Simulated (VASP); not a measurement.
# InSe (C2/m) in VASP: a series of runs

InSe is run at these levels: PBE; tasks: electric field gradients.

All numbers are computed with VASP 6.6.1; they aren't measurements. Logs are shortened: lines on timing, memory, paths and dates and some standing lists are left out, and cuts for length are marked.

## Step 1: The cell of the first run

The structure is monoclinic, space group C2/m (No. 12). Conventional cell: a = 11.657 Å, b = 4.082 Å, c = 4.579 Å, α = 90.00°, β = 110.30°, γ = 90.00°. Within 3.5 Å of In (site symmetry m) lie 5 Se at 2.56 to 3.49 Å and 1 In at 2.72 Å. Within 3.5 Å of Se (site symmetry m) lie 5 In at 2.56 to 3.49 Å and 3 Se at 3.49 to 3.50 Å.

## Step 2: Electric field gradients, PBE (25.55 Å³/atom)

INCAR

```
  PREC = Accurate
  ENCUT = 520
  EDIFF = 1E-8
  ISMEAR = -1
  SIGMA = 0.02
  LREAL = F
  LASPH = T
  NELM = 60
  ALGO = Normal
  ISIF = 2
  LWAVE = F
  LCHARG = F
  GGA = PE
  LEFG = T
  NBANDS = 27
```

KPOINTS

```
regular mesh
0
Gamma
  7 7 6
```

POSCAR

```
InSe
1.0
    5.8285195928     -2.0412076381      0.0000000000
    5.8285195928      2.0412076381      0.0000000000
   -1.5886810392      0.0000000000      4.2946377038
In Se
2 2
Direct
    0.8840000000      0.8840000000      0.0050000000
    0.1160000000      0.1160000000      0.9950000000
    0.6600000000      0.6600000000      0.6420000000
    0.3400000000      0.3400000000      0.3580000000
```

Potentials or basis: VASP PAW PBE potentials, release 64 (In_d, Se).

Command:

```console
$ cat potpaw_PBE.64/In_d/POTCAR potpaw_PBE.64/Se/POTCAR > POTCAR
$ mpirun -np 1 vasp_std > vasp.out
```

OUTCAR:

```text
PREC = Accurate
   ENCUT = 520
   EDIFF = 1E-8
   ISMEAR = -1
   LREAL = F
   LASPH = T
   NELM = 60
   ISIF = 2
   GGA = PE

 ion  position               nearest neighbor table
   1  0.884  0.884  0.005-   3 2.56   2 2.72   4 2.76   4 2.76   2 3.72   2 3.72
   2  0.116  0.116  0.995-   4 2.56   1 2.72   3 2.76   3 2.76   1 3.72   1 3.72
   3  0.660  0.660  0.642-   1 2.56   2 2.76   2 2.76
   4  0.340  0.340  0.358-   2 2.56   1 2.76   1 2.76

  LATTYP: Found a base centered monoclinic cell.
 ALAT       =    11.6570391856
 B/A-ratio  =     0.3502103074
 C/A-ratio  =     0.3928152938
 COS(beta)  =    -0.3469445484

  Lattice vectors:

 A1 = (   5.8285195928,  -2.0412076381,   0.0000000000)
 A2 = (   5.8285195928,   2.0412076381,   0.0000000000)
 A3 = (  -1.5886810392,   0.0000000000,   4.2946377038)

Analysis of symmetry for initial positions (statically):
=====================================================================
 Subroutine PRICEL returns:
 Original cell was already a primitive cell.

 Routine SETGRP: Setting up the symmetry group for a
 base centered monoclinic supercell.

 Subroutine GETGRP returns: Found  4 space group operations
 (whereof  4 operations were pure point group operations)
 out of a pool of  4 trial point group operations.

The static configuration has the point symmetry C_2h.

Analysis of symmetry for dynamics (positions and initial velocities):
=====================================================================
 Subroutine PRICEL returns:
 Original cell was already a primitive cell.

 Routine SETGRP: Setting up the symmetry group for a
 base centered monoclinic supercell.

 Subroutine GETGRP returns: Found  4 space group operations
 (whereof  4 operations were pure point group operations)
 out of a pool of  4 trial point group operations.

The dynamic configuration has the point symmetry C_2h.

 Subroutine INISYM returns: Found  4 space group operations
 (whereof  4 operations are pure point group operations),
 and found     1 'primitive' translations

----------------------------------------------------------------------------------------

                                     Primitive cell

  volume of cell :     102.1885

  direct lattice vectors                    reciprocal lattice vectors
     5.828519593 -2.041207638  0.000000000     0.085785077 -0.244953032  0.031733789
     5.828519593  2.041207638  0.000000000     0.085785077  0.244953032  0.031733789
    -1.588681039  0.000000000  4.294637704     0.000000000  0.000000000  0.232848512

  length of vectors
     6.175610841  6.175610841  4.579063272     0.261472944  0.261472944  0.232848512

  position of ions in fractional coordinates (direct lattice)
     0.884000000  0.884000000  0.005000000
     0.116000000  0.116000000  0.995000000
     0.660000000  0.660000000  0.642000000
     0.340000000  0.340000000  0.358000000

  ion indices of the primitive-cell ions
   primitive index   ion index
                 1           1
                 2           2
                 3           3
                 4           4

----------------------------------------------------------------------------------------

 KPOINTS: regular mesh

Automatic generation of k-mesh.
 Grid dimensions read from file:
 generate k-points for:    7    7    6

 Generating k-lattice:

  Cartesian coordinates                     Fractional coordinates (reciprocal lattice)
     0.012255011 -0.034993290  0.004533398     0.142857143  0.000000000  0.000000000
     0.012255011  0.034993290  0.004533398     0.000000000  0.142857143  0.000000000
     0.000000000  0.000000000  0.038808085     0.000000000  0.000000000  0.166666667

  Length of vectors
     0.037353278  0.037353278  0.038808085

  Shift w.r.t. Gamma in fractional coordinates (k-lattice)
     0.000000000  0.000000000  0.000000000

 Subroutine IBZKPT returns following result:
 ===========================================

 Found     88 irreducible k-points:

 Following reciprocal coordinates:
            Coordinates               Weight
  0.000000  0.000000  0.000000      1.000000
  0.142857 -0.000000  0.000000      4.000000
  0.285714  0.000000 -0.000000      4.000000
  0.428571  0.000000 -0.000000      4.000000
  0.142857  0.142857  0.000000      2.000000
  0.285714  0.142857 -0.000000      4.000000
[... 16 lines left out ...]
 -0.142857  0.000000  0.166667      4.000000
  0.142857  0.142857  0.166667      2.000000
 [... further k-points ...]
   k-points           NKPTS =     88   k-points in BZ     NKDIM =     88   number of bands    NBANDS=     27
   number of dos      NEDOS =    301   number of ions     NIONS =      4
   total plane-waves  NPLWV =  82944
   dimension x,y,z NGX =    48 NGY =   48 NGZ =   36
   dimension x,y,z NGXF=    96 NGYF=   96 NGZF=   72
   ions per type =               2   2
   NGX,Y,Z   is equivalent  to a cutoff of  12.92, 12.92, 13.07 a.u.
   NGXF,Y,Z  is equivalent  to a cutoff of  25.84, 25.84, 26.14 a.u.
 SYSTEM =  unknown system
   PREC   = accura    normal or accurate (medium, high low for compatibility)
   ISTART =      0    job   : 0-new  1-cont  2-samecut
   ICHARG =      2    charge: 1-file 2-atom 10-const
   ISPIN  =      1    spin polarized calculation?
   LNONCOLLINEAR =      F non collinear calculations
   LSORBIT =      F    spin-orbit coupling
   LASPH  =      T    aspherical Exc in radial PAW
   ENCUT  =  520.0 eV  38.22 Ry    6.18 a.u.  11.48 11.48  8.51*2*pi/ulx,y,z
   NELM   =     60;   NELMIN=  2; NELMDL= -5     # of ELM steps
   EDIFF  = 0.1E-07   stopping-criterion for ELM
   LREAL  =      F    real-space projection
   EDIFFG = 0.1E-06   stopping-criterion for IOM
   NSW    =      0    number of steps for IOM
   IBRION =     -1    ionic relax: 0-MD 1-quasi-New 2-CG
   NFREE  =      0    steps in history (QN), initial steepest desc. (CG)
   ISIF   =      2    stress and relaxation
   ISYM   =      2    0-nonsym 1-usesym 2-fastsym
   POTIM  = 0.5000    time-step for ionic-motion
   TEBEG  =    0.0;   TEEND  =   0.0 temperature during run
   PSTRESS=    0.0 pullay stress
   NELECT =      38.0000    total number of electrons
   NUPDOWN=      -1.0000    fix difference up-down
   EMIN   =  10.00;   EMAX   =-10.00  energy-range for DOS
   EFERMI =   0.00;   METHOD = LEGACY
   ISMEAR =    -1;   SIGMA  =   0.02  broadening in eV -4-tet -1-fermi 0-gaus
   EFERMI_NEDOS =   21; number of points for ismear=-14 and -15
   IALGO  =     38    algorithm
   IMIX   =      4    mixing-type and parameters
     AMIX     =   0.40;   BMIX     =  1.00
     AMIX_MAG =   1.60;   BMIX_MAG =  1.00
  volume/ion in A,a.u.               =      25.55       172.40
  Fermi-wavevector in a.u.,A,eV,Ry     =   1.177250  2.224680 18.856554  1.385918
  Thomas-Fermi vector in A             =   2.313600
   LORBIT       =      0    0 simple, 1 ext, 2 COOP (PROOUT), +10 PAW based schemes
   GGA     = PE    functional components
   LHFCALC =     F    Hartree Fock is set to
   AEXX    =    0.0000 exact exchange contribution
   IVDW    =     0    specifies the selected vdW correction
   LEPSILON=     F    determine dielectric tensor
   LRPA    =     F    only Hartree local field effects (RPA)
 non-spin polarized calculation
  energy-cutoff  :      520.00
  volume of cell :      102.19
 maximum number of plane-waves:      2779
 NGX is ok and might be reduce to    48
   NGX = 23   NGY = 23   NGZ = 17

 number of electron      38.0000000 magnetization

 Free energy of the ion-electron system (eV)
  ---------------------------------------------------
  ext. energy  EPLUGINS =         0.00000000
  ---------------------------------------------------
  free energy    TOTEN  =       -13.84170933 eV

  energy without entropy =      -13.84170933  energy(sigma->0) =      -13.84170933

 E-fermi :   5.5266     XC(G=0):  -9.6741

 val. band max:        5.1507587731   @ k =  -0.2857  -0.2857   0.3333
 cond. band min:       6.1423314461   @ k =   0.4286   0.4286  -0.0000
 fundamental gap:      0.9915726730
 Fermi energy:         5.5266118862

 k-point     1 :       0.0000    0.0000    0.0000
  band No.  band energies     occupation
      1      -9.6125      2.00000
      2      -9.5631      2.00000
      3      -9.2491      2.00000
      4      -9.2331      2.00000
      5      -9.1891      2.00000
      6      -9.1844      2.00000
[... 19 lines left out ...]
     26      12.2450      0.00000
     27      13.8806      0.00000

 k-point     2 :       0.1429   -0.0000    0.0000
  band No.  band energies     occupation
      1      -9.6129      2.00000
      2      -9.5533      2.00000
      3      -9.2934      2.00000
      4      -9.2280      2.00000
      5      -9.2043      2.00000
      6      -9.1761      2.00000
[... 19 lines left out ...]
     26      12.2369      0.00000
     27      13.7381      0.00000

 k-point     3 :       0.2857    0.0000   -0.0000
  band No.  band energies     occupation
      1      -9.6107      2.00000
      2      -9.5423      2.00000
      3      -9.3435      2.00000
      4      -9.2579      2.00000
      5      -9.2023      2.00000
      6      -9.1871      2.00000
[... 19 lines left out ...]
     26      12.5996      0.00000
     27      13.2572      0.00000

 k-point     4 :       0.4286    0.0000   -0.0000
  band No.  band energies     occupation
      1      -9.6071      2.00000
      2      -9.5467      2.00000
      3      -9.3405      2.00000
      4      -9.3050      2.00000
      5      -9.1961      2.00000
      6      -9.1908      2.00000
[... 19 lines left out ...]
     26      12.8473      0.00000
     27      13.8208      0.00000
[... 516 lines left out ...]
      4      -9.2780      2.00000
      5      -9.1995      2.00000
      6      -9.1812      2.00000
[... 19 lines left out ...]
     26      12.5890      0.00000
     27      12.9879      0.00000

 k-point    23 :      -0.1429    0.0000    0.1667
  band No.  band energies     occupation
      1      -9.6168      2.00000
      2      -9.5561      2.00000
      3      -9.2957      2.00000
      4      -9.2320      2.00000
      5      -9.2098      2.00000
      6      -9.1749      2.00000
[... 19 lines left out ...]
     26      11.9602      0.00000
     27      13.5733      0.00000

 k-point    24 :       0.1429    0.1429    0.1667
  band No.  band energies     occupation
      1      -9.6416      2.00000
      2      -9.5253      2.00000
      3      -9.2729      2.00000
      4      -9.2259      2.00000
      5      -9.1910      2.00000
      6      -9.1844      2.00000
[... 19 lines left out ...]
     26      11.8356      0.00000
     27      12.8526      0.00000

 [... further k-points ...]

------------------------ aborting loop because EDIFF is reached ----------------------------------------

  FORCE on cell =-STRESS in cart. coord.  units (eV):
  Direction    XX          YY          ZZ          XY          YZ          ZX
  --------------------------------------------------------------------------------------
  -------------------------------------------------------------------------------------
  Total        4.5610224      1.5761413      2.1612750      0.0000000      0.0000000      1.6605196
  in kB       71.5106649     24.7117652     33.8858701      0.0000000      0.0000000     26.0347016
  external PRESSURE =      43.3694334 kB  Pullay stress =       0.0000000 kB

 VOLUME and BASIS-vectors are now :
 -----------------------------------------------------------------------------
  energy-cutoff  :      520.00
  volume of cell :      102.19
      direct lattice vectors                 reciprocal lattice vectors
     5.828519593 -2.041207638  0.000000000     0.085785077 -0.244953032  0.031733789
     5.828519593  2.041207638  0.000000000     0.085785077  0.244953032  0.031733789
    -1.588681039  0.000000000  4.294637704     0.000000000  0.000000000  0.232848512

 POSITION                                       TOTAL-FORCE (eV/Angst)
 -----------------------------------------------------------------------------------
     10.29688      0.00000      0.02147        -0.027971      0.000000      0.541445
     -0.22852      0.00000      4.27316         0.027971      0.000000     -0.541445
      6.67371      0.00000      2.75716        -0.827432      0.000000     -0.304222
      3.39465      0.00000      1.53748         0.827432      0.000000      0.304222
 -----------------------------------------------------------------------------------
    total drift:                               -0.000000     -0.000000      0.000000

  FREE ENERGIE OF THE ION-ELECTRON SYSTEM (eV)
  ---------------------------------------------------
  free  energy   TOTEN  =       -13.8417093340 eV

  energy  without entropy=      -13.8417093339  energy(sigma->0) =      -13.84170933

 Electric field gradients (V/A^2)
---------------------------------------------------------------------
 ion       V_xx      V_yy      V_zz      V_xy      V_xz      V_yz
---------------------------------------------------------------------
   1    -183.063   101.468    81.595    -0.000   -46.355     0.000
   2    -183.063   101.468    81.595    -0.000   -46.355     0.000
   3      69.214   -23.054   -46.160     0.000    17.218    -0.000
   4      69.214   -23.054   -46.160    -0.000    17.218    -0.000
---------------------------------------------------------------------

 Electric field gradients after diagonalization (V/A^2)
 (convention: |V_zz| > |V_xx| > |V_yy|)
----------------------------------------------------------------------
 ion       V_xx      V_yy      V_zz     asymmetry (V_yy - V_xx)/ V_zz
----------------------------------------------------------------------
   1     101.468    89.479  -190.947       0.063
   2     101.468    89.479  -190.947       0.063
   3     -48.675   -23.054    71.729       0.357
   4     -48.675   -23.054    71.729       0.357
----------------------------------------------------------------------

           NMR quadrupolar parameters

 Cq : quadrupolar parameter    Cq=e*Q*V_zz/h
 eta: asymmetry parameters     (V_yy - V_xx)/ V_zz
 Q  : nuclear electric quadrupole moment in mb (millibarn)
----------------------------------------------------------------------
 ion       Cq(MHz)       eta       Q (mb)
----------------------------------------------------------------------
   1      -0.462       0.063       1.000
   2      -0.462       0.063       1.000
   3       0.173       0.357       1.000
   4       0.173       0.357       1.000
----------------------------------------------------------------------
```

It took 3 min on 1 thread of Intel Xeon Platinum 8559C (Emerald Rapids), shared host; peak memory 0.41 GiB.

Results:

```yaml
Free_energy: -13.8417 eV
Pressure: 4.3 GPa
Largest_force: 0.882 eV/Å
Band_gap_on_the_k_mesh: 0.99 eV (least direct gap 1.37 eV)
Largest_electric_field_gradient_by_atom: In -190.9; Se +71.7 V/Å²
```

Forces in eV/Å, atoms in the order of the input:
```
In  -0.028  0.000  0.541
In   0.028  0.000 -0.541
Se  -0.827  0.000 -0.304
Se   0.827  0.000  0.304
```

Stress tensor (GPa, compression positive):
```
7.15 0.00 2.60
0.00 2.47 0.00
2.60 0.00 3.39
```

Levels at points of the mesh, in eV from the valence-band top:
| k point | band 17 | band 18 | band 19 | band 20 | band 21 | band 22 |
| --- | --- | --- | --- | --- | --- | --- |
| (0.00, 0.00, 0.00) | -2.35 | -1.82 | -1.18 | 2.88 | 3.49 | 4.40 |
| (0.00, 0.00, 0.50) | -1.65 | -1.19 | -0.40 | 1.12 | 2.35 | 3.36 |

Electric field gradients, principal values (V/Å²):
```csv
atom,least,middle,greatest (by size)
1 In,89.479,101.468,-190.947
2 In,89.479,101.468,-190.947
3 Se,-23.054,-48.675,71.729
4 Se,-23.054,-48.675,71.729
```

Caveat: the cell stands under pressure; without QUAD_EFG the Cq values of the log hold for a quadrupole moment of 1 mb, not for the nuclei; spin-orbit coupling is left out, which moves the levels of the heavy elements; an odd mesh through Γ misses points on the zone boundary, where band edges can lie.

[end of part 1 of 3]
